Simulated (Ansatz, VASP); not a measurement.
**SnO2 in VASP and in Ansatz**

```
Sn O
1.0
     4.72127    0.00000    0.00000
     0.00000    4.72425    0.00000
     0.00000    0.00000    3.38142
Sn O
2 4
Direct
  0.50000 0.50000 0.50000
  0.00000 0.00000 0.00000
  0.30781 0.30792 0.00000
  0.80781 0.19208 0.50000
  0.19219 0.80792 0.50000
  0.69219 0.69208 0.00000
```

Alike in both runs: task single point; functional LDA; k mesh 6 × 6 × 8; occupations gaussian, width 0.02 eV; no spin polarisation.

|  | VASP | Ansatz |
| --- | --- | --- |
| version | VASP 6.6.1 | Ansatz 0.2.0 |
| potentials or method | VASP PAW LDA potentials, release 64 (Sn_d, O), cutoff 520 eV | scalar-relativistic, plane waves, PAW |
| valence electrons in the cell | 52 | 52 |

|  | VASP | Ansatz | Ansatz less VASP |
| --- | --- | --- | --- |
| gap on the k mesh at the Fermi level (eV) | 0.38 | 0.35 | -0.036 |
| least direct gap on the mesh (eV) | 0.38 | 0.35 | -0.036 |
| pressure (GPa) | -11.5 | -12.3 | -0.81 |
| traceless stress, the component that is largest in VASP (GPa) | -8.57 | -8.69 | -0.125 |

LDA's correlation is that of Perdew and Zunger in VASP and of Perdew and Wang (1992) in Ansatz.
